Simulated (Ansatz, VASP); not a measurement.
## C: VASP beside Ansatz

File INCAR:

```
SYSTEM = C
PREC = Accurate
ENCUT = 520
EDIFF = 1E-7
ISMEAR = -1
SIGMA = 0.1
LREAL = .False.
LASPH = .True.
NELM = 80
ALGO = Normal
ISIF = 2
LWAVE = .False.
LCHARG = .True.
GGA = PE
LELF = .True.
LVHAR = .True.
NBANDS = 13
```

The input KPOINTS:

```
Automatic mesh
0
Gamma
  7 7 27
  0 0 0
```

File POSCAR:

```
C
1.0
    6.5541004679      0.0000000001      0.0000000000
   -3.2770502340      5.6760175042      0.0000000000
    0.0000000000      0.0000000000      1.3336988269
C
3
Direct
    0.0000000000      0.0000000000      0.0000000000
    0.3333333333      0.6666666667      0.5000000000
    0.6666666667      0.3333333333      0.5000000000
```

Input for Ansatz:

```yaml
crystal:
  lattice:
    - [6.5541004679, 1.0e-10, 0.0]
    - [-3.277050234, 5.6760175042, 0.0]
    - [0.0, 0.0, 1.3336988269]
  atoms:
    - { symbol: C, position: [0.0, 0.0, 0.0] }
    - { symbol: C, position: [0.3333333333, 0.6666666667, 0.5] }
    - { symbol: C, position: [0.6666666667, 0.3333333333, 0.5] }
hamiltonian:
  xc: pbe
  pseudopotentials:
    kind: paw
    azcp:
      C: "pseudopotentials/C.paw.azcp"
basis:
  ecutwfc: 420
  fft_grid_basis: typed
kpoints:
  mp_grid: { grid: [7, 7, 27], shift: [0, 0, 0] }
magnetization:
  spin_polarized: false
scf:
  occupations: { method: fermi_dirac, width: 0.1 }
  lower_state_search: "off"
output:
  stress: true
```

Alike in both runs: task single point; functional PBE; k mesh 7 × 7 × 27; occupations fermi-dirac, width 0.1 eV; no spin polarisation.

```csv
,VASP,Ansatz
version,VASP 6.6.1,Ansatz 0.2.0
potentials or method,"VASP PAW PBE potentials, release 64 (C), cutoff 520 eV","plane waves (420 eV) with PAW, scalar-relativistic"
valence electrons in the cell,12,12
```

VASP gave:

```
pressure (GPa)                                                : -14.3
traceless stress, the component that is largest in VASP (GPa) : -29.36
```

Problem. Estimate Ansatz's values.

Solution. Pressure (GPa): -14.2; traceless stress, the component that is largest in VASP (GPa): -29.38.
